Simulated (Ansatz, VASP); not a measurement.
## One calculation of Bi2Te2CO, two programs

File INCAR:

```
PREC     = Accurate       # precision mode
ENCUT    = 520            # plane-wave cutoff, eV
EDIFF    = 1E-7           # SCF threshold, eV
ISMEAR   = 0              # smearing method
SIGMA    = 0.1            # smearing width, eV
LREAL    = F              # projectors in reciprocal space
LASPH    = T              # aspherical terms in the spheres
NELM     = 100            # most SCF steps
ALGO     = Normal         # electronic algorithm
ISIF     = 2              # what is computed and relaxed
LWAVE    = F              # write WAVECAR
LCHARG   = F              # write CHGCAR
LDIPOL   = T            
IDIPOL   = 3            
DIPOL    = 0.5 0.5 0.319
GGA      = PE             # functional
NBANDS   = 35             # bands
```

Contents of KPOINTS:

```
regular mesh
0
Gamma
  6 6 1
```

File POSCAR:

```
Bi2Te2CO
1.0
    4.5978826485      0.0000000000      0.0000000000
    0.0000000000      4.5978826485      0.0000000000
    0.0000000000      0.0000000000     20.9910347787
Bi Te C O
2 2 1 1
Direct
    0.5000000000      0.5000000000      0.1905575424
    0.0000000000      0.0000000000      0.3330486016
    0.0000000000      0.0000000000      0.1905575424
    0.5000000000      0.5000000000      0.3312994782
    0.7500000000      0.2500000000      0.4097480124
    0.8130725101      0.3592447921      0.4576060375
```

Input for Ansatz:

```yaml
crystal:
  lattice:
    - [4.5978826485, 0.0, 0.0]
    - [0.0, 4.5978826485, 0.0]
    - [0.0, 0.0, 20.9910347787]
  atoms:
    - { symbol: Bi, position: [0.5, 0.5, 0.1905575424] }
    - { symbol: Te, position: [0.0, 0.0, 0.1905575424] }
    - { symbol: Bi, position: [0.0, 0.0, 0.3330486016] }
    - { symbol: Te, position: [0.5, 0.5, 0.3312994782] }
    - { symbol: C, position: [0.75, 0.25, 0.4097480124] }
    - { symbol: O, position: [0.8130725101, 0.3592447921, 0.4576060375] }
basis:
  ecutwfc: 420
kpoints:
  mp_grid: { grid: [6, 6, 1] }
hamiltonian:
  xc: pbe
scf:
  occupations: { method: gaussian, width: 0.1 }
output:
  forces: true
  eigenvalues: true
efield:
  axis: 3
  dipole_correction: true
  ramp_width: 0.04
```

Alike in both runs: task single point; functional PBE; k mesh 6 × 6 × 1; occupations gaussian, width 0.1 eV; no spin polarisation.

|  | VASP | Ansatz |
| --- | --- | --- |
| version | VASP 6.6.1 | Ansatz 0.2.0 |
| potentials or method | VASP PAW PBE potentials, release 64 (Bi_d, Te, C, O), cutoff 520 eV | scalar-relativistic, plane waves, PAW |
| valence electrons in the cell | 52 | 72 |

```csv
,VASP,Ansatz,Ansatz less VASP
gap on the k mesh at the Fermi level (eV),none,none,-
rms of the force components (eV/Å),0.725,0.631,-0.0943
```

A gap of «none» marks a metal or a gap that the smearing closes. With one functional, cell and mesh, what is left measures potentials, basis and numerics. VASP's potentials hold 52 valence electrons a cell and Ansatz's 72, so a difference there can come from the potentials and not from the codes.

Neither program's run includes spin-orbit coupling. Noted on VASP's run: the standard files for N, O and F lose accuracy on very short bonds.
